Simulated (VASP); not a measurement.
A run of VASP 6.6.1 is set up as follows.

INCAR

```
  PREC = Accurate
  ENCUT = 520
  EDIFF = 1E-6
  ISMEAR = 0
  SIGMA = 0.05
  LREAL = F
  LASPH = T
  NELM = 100
  ALGO = Normal
  ISIF = 2
  LWAVE = F
  LCHARG = T
  GGA = PE
  LELF = T
  LVHAR = T
  NBANDS = 20
```

Contents of KPOINTS:

```
Automatic mesh
0
Gamma
  12 12 6
```

File POSCAR:

```
SnSe2
1.0
    3.8109987816      0.0000000000      0.0000000000
   -1.9054993908      2.8053584948      0.0000000000
    0.0000000000      0.0000000000      6.1370000000
Sn Se
1 2
Direct
    0.0000000000      0.0000000000      0.0000000000
    0.3333333333      0.6666666667      0.2500000000
    0.6666666667      0.3333333333      0.7500000000
```

Potentials or basis: VASP PAW PBE potentials, release 64 (Sn_d, Se).

The run is started by

```console
$ cat potpaw_PBE.64/Sn_d/POTCAR potpaw_PBE.64/Se/POTCAR > POTCAR
$ mpirun -np 1 vasp_std > vasp.out
```

Task: What does it give for the band gap on the k mesh?

Result: Zero (bands 13 and 14 overlap by 0.28 eV).

Task: Predict the largest force.

Result: 2.614 eV/Å.

Task: What does it give for the pressure?

Result: 26.0 GPa.

Forces on the atoms (eV/Å):
```
Sn   0.000  0.000  0.000
Se   0.000  0.935  2.441
Se   0.000 -0.935 -2.441
```

Caveat: the cell differs from its parent crystal (strain -0.1500 x Voigt [0, 1, 0, 0, 0, 0]); the cell stands under pressure; semilocal functionals underestimate gaps, so a narrow gap can read as zero; spin-orbit coupling is left out, which moves the levels of the heavy elements; this functional lacks dispersion, which binds the layers, so the pressure and a relaxed spacing across them are unreliable; forces of over 1 eV/Å act on the atoms, so gaps and moduli don't describe the material at rest.
